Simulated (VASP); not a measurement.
# P (P6/mmm) in VASP: notebook

Runs on P. Level: PBE. Tasks: relaxation of shape and atoms at fixed volume.

Program: VASP 6.6.1. These are calculated values, not measurements. Logs are shortened: lines on timing, memory, paths and dates and some standing lists are left out, and cuts for length are marked.

### 1 The cell of the first run

It takes space group P6/mmm (No. 191, hexagonal). The conventional cell has a = 3.371 Å, b = 3.371 Å, c = 1.968 Å, α = 90.00°, β = 90.00°, γ = 120.00°. Within 2.6 Å of P (site symmetry 6/mmm) lie 14 P at 1.97 to 2.18 Å. Within 2.6 Å of P (site symmetry -6m2) lie 11 P at 1.95 to 2.18 Å.

### 2 Relaxation of shape and atoms at fixed volume, PBE

INCAR

```
  PREC = Accurate
  ENCUT = 600
  EDIFF = 1E-7
  ISMEAR = -1
  SIGMA = 0.05
  LREAL = False
  LASPH = True
  NELM = 60
  ALGO = Normal
  ISIF = 4
  LWAVE = False
  LCHARG = False
  GGA = PE
  IBRION = 2
  NSW = 50
  EDIFFG = -0.005
```

KPOINTS

```
Automatic mesh
0
Gamma
  9 9 12
```

POSCAR

```
P
1.0
    3.3707146515      0.0000000000      0.0000000000
   -1.6853573258      2.9191245172      0.0000000000
    0.0000000000      0.0000000000      1.9684436857
P
3
Direct
    0.0000000000      0.0000000000      0.0000000000
    0.3333333333      0.6666666667      0.5000000000
    0.6666666667      0.3333333333      0.5000000000
```

Potentials or basis: VASP PAW PBE potentials, release 64 (P).

Launch:

```sh
cat potpaw_PBE.64/P/POTCAR > POTCAR
mpirun -np 1 vasp_std > vasp.out
```

OUTCAR:

```text
PREC = Accurate
   ENCUT = 600
   EDIFF = 1E-7
   ISMEAR = -1
   LREAL = False
   LASPH = True
   NELM = 60
   ISIF = 4
   GGA = PE
   IBRION = 2
   NSW = 50
   EDIFFG = -0.005

 ion  position               nearest neighbor table
   1  0.000  0.000  0.000-   2 2.18   3 2.18   2 2.18   3 2.18   3 2.18   3 2.18   2 2.18   2 2.18
                             3 2.18   3 2.18   2 2.18   2 2.18
   2  0.333  0.667  0.500-   3 1.95   3 1.95   3 1.95   1 2.18   1 2.18   1 2.18   1 2.18   1 2.18
                             1 2.18   3 2.77   3 2.77   3 2.77   3 2.77   3 2.77   3 2.77
   3  0.667  0.333  0.500-   2 1.95   2 1.95   2 1.95   1 2.18   1 2.18   1 2.18   1 2.18   1 2.18
                             1 2.18   2 2.77   2 2.77   2 2.77   2 2.77   2 2.77   2 2.77

  LATTYP: Found a hexagonal cell.
 ALAT       =     3.3707146515
 C/A-ratio  =     0.5839840773

  Lattice vectors:

 A1 = (   3.3707146515,   0.0000000000,   0.0000000000)
 A2 = (  -1.6853573258,   2.9191245172,   0.0000000000)
 A3 = (   0.0000000000,   0.0000000000,   1.9684436857)

Analysis of symmetry for initial positions (statically):
=====================================================================
 Subroutine PRICEL returns:
 Original cell was already a primitive cell.

 Routine SETGRP: Setting up the symmetry group for a
 hexagonal supercell.

 Subroutine GETGRP returns: Found 24 space group operations
 (whereof 24 operations were pure point group operations)
 out of a pool of 24 trial point group operations.

The static configuration has the point symmetry D_6h.

Analysis of symmetry for dynamics (positions and initial velocities):
=====================================================================
 Subroutine PRICEL returns:
 Original cell was already a primitive cell.

 Routine SETGRP: Setting up the symmetry group for a
 hexagonal supercell.

 Subroutine GETGRP returns: Found 24 space group operations
 (whereof 24 operations were pure point group operations)
 out of a pool of 24 trial point group operations.

The dynamic configuration has the point symmetry D_6h.

 Subroutine INISYM returns: Found 24 space group operations
 (whereof 24 operations are pure point group operations),
 and found     1 'primitive' translations

----------------------------------------------------------------------------------------

                                     Primitive cell

  volume of cell :      19.3686

[... 117 lines left out ...]
   AEXX    =    0.0000 exact exchange contribution
   IVDW    =     0    specifies the selected vdW correction
   LEPSILON=     F    determine dielectric tensor
   LRPA    =     F    only Hartree local field effects (RPA)
 conjugate gradient relaxation of ions
 non-spin polarized calculation
  energy-cutoff  :      600.00
  volume of cell :       19.37
 maximum number of plane-waves:       668
 NGX is ok and might be reduce to    28
   NGX = 13   NGY = 13   NGZ =  7

--------------------------------------- Ionic step        1  -------------------------------------------

 number of electron      15.0000001 magnetization

 Free energy of the ion-electron system (eV)
  ---------------------------------------------------
  ext. energy  EPLUGINS =         0.00000000
  ---------------------------------------------------
  free energy    TOTEN  =         0.05660204 eV

  energy without entropy =        0.06206055  energy(sigma->0) =        0.05933130

------------------------ aborting loop because EDIFF is reached ----------------------------------------

  FORCE on cell =-STRESS in cart. coord.  units (eV):
  Direction    XX          YY          ZZ          XY          YZ          ZX
  --------------------------------------------------------------------------------------
  -------------------------------------------------------------------------------------
  Total       45.4593138     45.4593138     49.9208601     -0.0000000      0.0000000      0.0000000
  in kB     3760.4156762   3760.4156765   4129.4768690     -0.0000001      0.0000000      0.0000000
  external PRESSURE =    3883.4360739 kB  Pullay stress =       0.0000000 kB
[... 92 lines left out ...]
  FREE ENERGIE OF THE ION-ELECTRON SYSTEM (eV)
  ---------------------------------------------------
  free  energy   TOTEN  =         0.0312390268 eV

  energy  without entropy=        0.0427440724  energy(sigma->0) =        0.03699155

[... ionic steps 4 to 10 ...]

--------------------------------------- Ionic step       11  -------------------------------------------

 number of electron      14.9999998 magnetization

------------------------ aborting loop because EDIFF is reached ----------------------------------------
[... 69 lines left out ...]
--------------------------------------- Ionic step       13  -------------------------------------------

 number of electron      14.9999998 magnetization

 Free energy of the ion-electron system (eV)
  ---------------------------------------------------
  ext. energy  EPLUGINS =         0.00000000
  ---------------------------------------------------
  free energy    TOTEN  =         0.03002305 eV

  energy without entropy =        0.03801295  energy(sigma->0) =        0.03401800

 E-fermi :  25.4561     XC(G=0): -15.2976

 val. band max:       25.4544488396   @ k =   0.4444   0.1111   0.3333
 cond. band min:      25.5193065944   @ k =   0.3333   0.3333   0.4167
 fundamental gap:      0.0648577548
 Fermi energy:        25.4560947736

 k-point     1 :       0.0000    0.0000    0.0000
  band No.  band energies     occupation
      1      -2.0579      2.00000
      2      13.2845      2.00000
      3      13.2845      2.00000
      4      13.3573      2.00000
      5      13.3573      2.00000
      6      16.4099      2.00000
      7      16.8124      2.00000
      8      30.7692      0.00000
      9      31.8410      0.00000
     10      41.0385      0.00000
     11      41.4502      0.00000
[... 309 lines left out ...]
 k-point    24 :       0.3333    0.3333    0.0833
  band No.  band energies     occupation
      1       3.6143      2.00000
      2       3.8153      2.00000
      3       3.8153      2.00000
      4      19.5576      2.00000
      5      19.9073      2.00000
      6      19.9073      2.00000
      7      29.9304      0.00000
      8      29.9304      0.00000
      9      30.6109      0.00000
     10      35.0728      0.00000
     11      35.0728      0.00000

 [... further k-points ...]
[... 5 lines left out ...]
  --------------------------------------------------------------------------------------
  -------------------------------------------------------------------------------------
  Total       46.6885532     46.6885532     46.6893559     -0.0000000      0.0000000      0.0000000
  in kB     3862.0989277   3862.0989283   3862.1653270     -0.0000002      0.0000000      0.0000000
  external PRESSURE =    3862.1210610 kB  Pullay stress =       0.0000000 kB
[... 18 lines left out ...]
  FREE ENERGIE OF THE ION-ELECTRON SYSTEM (eV)
  ---------------------------------------------------
  free  energy   TOTEN  =         0.0300230487 eV

  energy  without entropy=        0.0380129547  energy(sigma->0) =        0.03401800

 reached required accuracy - stopping structural energy minimisation
```

CONTCAR:

```text
P
   1.00000000000000
     3.3360886497269995   -0.0000000000455367    0.0000000000000000
    -1.6680443249524219    2.8891375202009670    0.0000000000000000
    -0.0000000000000000    0.0000000000000000    2.0095175671087691
  P
     3
Direct
     0.0000000000000000    0.0000000000000000    0.0000000000000000
     0.3333333332999970    0.6666666667000030    0.5000000000000000
     0.6666666667000030    0.3333333332999970    0.5000000000000000

  0.00000000E+00  0.00000000E+00  0.00000000E+00
  0.00000000E+00  0.00000000E+00  0.00000000E+00
  0.00000000E+00  0.00000000E+00  0.00000000E+00
```

Wall time 1.9 min (1 thread of AMD EPYC 7R43 (Zen 3), shared host); peak memory 0.11 GiB.

Results:

```yaml
Free_energy: 0.0300 eV
Energy_gained_by_relaxing: 8.9 meV/atom
Ionic_steps: 13
Pressure_after_relaxing: 386.2 GPa
```

The path:
| step | energy change (eV) | largest force (eV/Å) | pressure (GPa) | volume (Å³) |
| --- | --- | --- | --- | --- |
| 1 | 0.0000 | 0.0000 | 388.34 | 19.37 |
| 2 | 0.0911 | 0.0000 | 387.09 | 19.37 |
| 3 | -0.0254 | 0.0000 | 386.59 | 19.37 |
| 4 | -0.0256 | 0.0000 | 386.52 | 19.37 |
| 5 | -0.0044 | 0.0000 | 385.74 | 19.37 |
| 6 | -0.0260 | 0.0000 | 386.42 | 19.37 |
| 7 | -0.0236 | 0.0000 | 386.01 | 19.37 |
| 8 | -0.0264 | 0.0000 | 386.31 | 19.37 |
| 9 | -0.0262 | 0.0000 | 386.12 | 19.37 |
| 10 | -0.0266 | 0.0000 | 386.23 | 19.37 |
| 11 | -0.0266 | 0.0000 | 386.20 | 19.37 |
| 12 | -0.0266 | 0.0000 | 386.22 | 19.37 |
| 13 | -0.0266 | 0.0000 | 386.21 | 19.37 |

Final structure:
```
P
1.0
     3.33609    0.00000    0.00000
    -1.66804    2.88914    0.00000
     0.00000    0.00000    2.00952
P
3
Direct
  0.00000 0.00000 0.00000
  0.33333 0.66667 0.50000
  0.66667 0.33333 0.50000
```

Levels at points of the mesh, in eV from the Fermi level:
| k point | band 5 | band 6 | band 7 | band 8 | band 9 | band 10 | band 11 |
| --- | --- | --- | --- | --- | --- | --- | --- |
| (0.00, 0.00, 0.00) | -12.10 | -9.05 | -8.64 | 5.31 | 6.38 | 15.58 | 15.99 |
| (0.00, 0.00, 0.50) | -4.57 | -4.57 | -4.27 | -3.17 | -3.17 | -2.44 | -2.44 |

Caveat: the bands computed are all filled at some k points, so no gap is given.

### 3 Relaxation of shape and atoms at fixed volume, PBE

This run uses another cell than the first one, of 7.46 Å³/atom, 1.156 times its volume.

INCAR

```
PREC     = Accurate       # precision mode
ENCUT    = 600            # plane-wave cutoff, eV
EDIFF    = 1E-6           # SCF threshold, eV
ISMEAR   = -1             # smearing method
SIGMA    = 0.05           # smearing width, eV
LREAL    = False          # projectors in reciprocal space
LASPH    = True           # aspherical terms in the spheres
NELM     = 60             # most SCF steps
ALGO     = Normal         # electronic algorithm
ISIF     = 4              # what is computed and relaxed
LWAVE    = False          # write WAVECAR
LCHARG   = False          # write CHGCAR
GGA      = PE             # functional
IBRION   = 2              # ionic algorithm
NSW      = 50             # ionic steps
EDIFFG   = -0.005         # ionic threshold
```

KPOINTS is that of step 2.

POSCAR

```
P
1.0
    3.5371401294      0.0000000000      0.0000000000
   -1.7685700647      3.0632532088      0.0000000000
    0.0000000000      0.0000000000      2.0656335148
P
3
Direct
    0.0000000000      0.0000000000      0.0000000000
    0.3333333333      0.6666666667      0.5000000000
    0.6666666667      0.3333333333      0.5000000000
```

Potentials or basis: VASP PAW PBE potentials, release 64 (P).

Launch:

```sh
cat potpaw_PBE.64/P/POTCAR > POTCAR
mpirun -np 1 vasp_std > vasp.out
```

Wall time 71 s (1 thread of AMD EPYC 7R43 (Zen 3), shared host); peak memory 0.11 GiB.

The run converged. Its results:

- Free energy: -5.6726 eV
- Energy gained by relaxing: 2.6 meV/atom
- Ionic steps: 5
- Pressure after relaxing: 233.4 GPa

Step by step:
| step | energy change (eV) | largest force (eV/Å) | pressure (GPa) | volume (Å³) |
| --- | --- | --- | --- | --- |
| 1 | 0.0000 | 0.0000 | 233.86 | 22.38 |
| 2 | 0.0282 | 0.0000 | 232.17 | 22.38 |
| 3 | -0.0074 | 0.0000 | 233.31 | 22.38 |
| 4 | -0.0078 | 0.0000 | 233.38 | 22.38 |
| 5 | -0.0078 | 0.0000 | 233.39 | 22.38 |

Final structure:
```cif
data_structure
_symmetry_space_group_name_H-M 'P 1'
_symmetry_Int_Tables_number 1
_cell_length_a 3.5259
_cell_length_b 3.5259
_cell_length_c 2.0789
_cell_angle_alpha 90.000
_cell_angle_beta 90.000
_cell_angle_gamma 120.000
_cell_volume 22.38
loop_
_atom_site_label
_atom_site_type_symbol
_atom_site_fract_x
_atom_site_fract_y
_atom_site_fract_z
_atom_site_occupancy
P1 P 0.00000 0.00000 0.00000 1
P2 P 0.33333 0.66667 0.50000 1
P3 P 0.66667 0.33333 0.50000 1
```

Levels at points of the mesh, in eV from the Fermi level:
```tsv
k point	band 4	band 5	band 6	band 7	band 8	band 9	band 10	band 11
(0.00, 0.00, 0.00)	-10.92	-10.92	-9.34	-9.14	5.35	6.45	14.21	14.83
(0.00, 0.00, 0.50)	-4.89	-4.49	-3.56	-3.56	-2.96	-2.72	-2.72	-1.36
```

Caveat: the bands computed are all filled at some k points, so no gap is given.

### 4 Relaxation of shape and atoms at fixed volume, PBE

This run uses another cell than the first one, of 10.90 Å³/atom, 1.689 times its volume.

INCAR

```
ALGO = Normal ; EDIFF = 1E-6
EDIFFG = -0.005 ; ENCUT = 600
GGA = PE ; IBRION = 2
ISIF = 4 ; ISMEAR = -1
LASPH = T ; LCHARG = F
LREAL = F ; LWAVE = F
NELM = 80 ; NSW = 50
PREC = Accurate ; SIGMA = 0.05
```

KPOINTS

```
k-points
0
Gamma
  9 9 12
```

POSCAR

```
P
1.0
    4.0141076480      0.0000000000      0.0000000000
   -2.0070538240      3.4763191967      0.0000000000
    0.0000000000      0.0000000000      2.3441749511
P
3
Direct
    0.0000000000      0.0000000000      0.0000000000
    0.3333333333      0.6666666667      0.5000000000
    0.6666666667      0.3333333333      0.5000000000
```

Potentials or basis: VASP PAW PBE potentials, release 64 (P).

Launch:

```sh
cat potpaw_PBE.64/P/POTCAR > POTCAR
mpirun -np 1 vasp_std > vasp.out
```

OUTCAR:

```text
EDIFF = 1E-6
   EDIFFG = -0.005
   ENCUT = 600
   GGA = PE
   IBRION = 2
   ISIF = 4
   ISMEAR = -1
   LASPH = T
   LREAL = F
   NELM = 80
   NSW = 50
   PREC = Accurate

 ion  position               nearest neighbor table
   1  0.000  0.000  0.000-   2 2.60   3 2.60   2 2.60   3 2.60   3 2.60   3 2.60   2 2.60   2 2.60
                             3 2.60   3 2.60   2 2.60   2 2.60
   2  0.333  0.667  0.500-   3 2.32   3 2.32   3 2.32   1 2.60   1 2.60   1 2.60   1 2.60   1 2.60
                             1 2.60
   3  0.667  0.333  0.500-   2 2.32   2 2.32   2 2.32   1 2.60   1 2.60   1 2.60   1 2.60   1 2.60
                             1 2.60

  LATTYP: Found a hexagonal cell.
 ALAT       =     4.0141076480
 C/A-ratio  =     0.5839840773

  Lattice vectors:

 A1 = (   4.0141076480,   0.0000000000,   0.0000000000)
 A2 = (  -2.0070538240,   3.4763191967,   0.0000000000)
 A3 = (   0.0000000000,   0.0000000000,   2.3441749511)

Analysis of symmetry for initial positions (statically):
=====================================================================
 Subroutine PRICEL returns:
 Original cell was already a primitive cell.

 Routine SETGRP: Setting up the symmetry group for a
 hexagonal supercell.

 Subroutine GETGRP returns: Found 24 space group operations
 (whereof 24 operations were pure point group operations)
 out of a pool of 24 trial point group operations.

The static configuration has the point symmetry D_6h.
[... 173 lines left out ...]
  external PRESSURE =     431.1262780 kB  Pullay stress =       0.0000000 kB
[... 61 lines left out ...]
--------------------------------------- Ionic step        3  -------------------------------------------

 number of electron      14.9999999 magnetization

 Free energy of the ion-electron system (eV)
  ---------------------------------------------------
  ext. energy  EPLUGINS =         0.00000000
  ---------------------------------------------------
  free energy    TOTEN  =       -12.95238200 eV

  energy without entropy =      -12.94583839  energy(sigma->0) =      -12.94911020

 E-fermi :  14.3764     XC(G=0): -12.7681

 val. band max:       14.3359437728   @ k =   0.4444   0.1111   0.2500
 cond. band min:      14.3769182740   @ k =   0.4444   0.1111   0.3333
 fundamental gap:      0.0409745012
 Fermi energy:        14.3764308243

 k-point     1 :       0.0000    0.0000    0.0000
  band No.  band energies     occupation
      1      -5.3205      2.00000
      2       5.2615      2.00000
      3       5.2874      2.00000
      4       6.5428      2.00000
      5       6.5428      2.00000
      6       6.8370      2.00000
      7       6.8370      2.00000
      8      18.4103      0.00000
      9      20.7572      0.00000
     10      23.9381      0.00000
     11      23.9381      0.00000
[... 309 lines left out ...]
 k-point    24 :       0.3333    0.3333    0.0833
  band No.  band energies     occupation
      1      -1.2844      2.00000
      2      -1.2844      2.00000
      3      -1.1888      2.00000
      4       9.8043      2.00000
      5      10.1885      2.00000
      6      10.1885      2.00000
      7      17.9391      0.00000
      8      17.9391      0.00000
      9      19.2078      0.00000
     10      19.6364      0.00000
     11      20.2203      0.00000

 [... further k-points ...]
[... 5 lines left out ...]
  --------------------------------------------------------------------------------------
  -------------------------------------------------------------------------------------
  Total        8.8072656      8.8072656      8.8051116      0.0000000      0.0000000     -0.0000000
  in kB      431.3730357    431.3730357    431.2675338      0.0000000      0.0000000     -0.0000000
  external PRESSURE =     431.3378684 kB  Pullay stress =       0.0000000 kB
[... 18 lines left out ...]
  FREE ENERGIE OF THE ION-ELECTRON SYSTEM (eV)
  ---------------------------------------------------
  free  energy   TOTEN  =       -12.9523819990 eV

  energy  without entropy=      -12.9458383913  energy(sigma->0) =      -12.94911020

 reached required accuracy - stopping structural energy minimisation
```

CONTCAR:

```text
P
   1.00000000000000
     4.0191425476522413    0.0000000000000000    0.0000000000000000
    -2.0095712738261207    3.4806795477051518    0.0000000000000000
     0.0000000000000000   -0.0000000000000000    2.3383053942384149
  P
     3
Direct
     0.0000000000000000    1.0000000000000000    0.0000000000000000
     0.3333333332999970    0.6666666667000030    0.5000000000000000
     0.6666666667000030    0.3333333332999970    0.5000000000000000

  0.00000000E+00  0.00000000E+00  0.00000000E+00
  0.00000000E+00  0.00000000E+00  0.00000000E+00
  0.00000000E+00  0.00000000E+00  0.00000000E+00
```

Run time: 58 s. Hardware: 1 thread of AMD EPYC 7R43 (Zen 3), shared host; peak memory 0.12 GiB.

Results:

```
Free energy               : -12.9524 eV
Energy gained by relaxing : 0.2 meV/atom
Ionic steps               : 3
Pressure after relaxing   : 43.1 GPa
```

The path:
```csv
step,energy change (eV),largest force (eV/Å),pressure (GPa),volume (Å³)
1,0.0000,0.0000,43.11,32.71
2,0.0006,0.0000,43.20,32.71
3,-0.0007,0.0000,43.13,32.71
```

Final structure:
```
CELL_PARAMETERS angstrom
4.01914 0.00000 0.00000
-2.00957 3.48068 0.00000
0.00000 0.00000 2.33831
ATOMIC_POSITIONS crystal
P 0.00000 0.00000 0.00000
P 0.33333 0.66667 0.50000
P 0.66667 0.33333 0.50000
```

Caveat: the bands computed are all filled at some k points, so no gap is given.

### 5 Summary

| cell | pressure (GPa) |
| --- | --- |
| relaxed from a = 3.371, b = 3.371, c = 1.968 Å, angles 90.0, 90.0, 120.0°, 3 atoms | 386.2 |
| relaxed from a = 3.537, b = 3.537, c = 2.066 Å, angles 90.0, 90.0, 120.0°, 3 atoms | 233.4 |
| relaxed from a = 4.014, b = 4.014, c = 2.344 Å, angles 90.0, 90.0, 120.0°, 3 atoms | 43.1 |

Alike in all rows: task relaxation of shape and atoms at fixed volume; level PBE; potentials or basis VASP PAW PBE potentials, release 64 (P); no spin polarisation; k mesh 9 × 9 × 12; cutoff (eV) 600; smearing fermi-dirac 0.05 eV.

Caveats: the bands computed are all filled at some k points, so no gap is given.

Absolute energies hang on the potentials; compare differences alone.
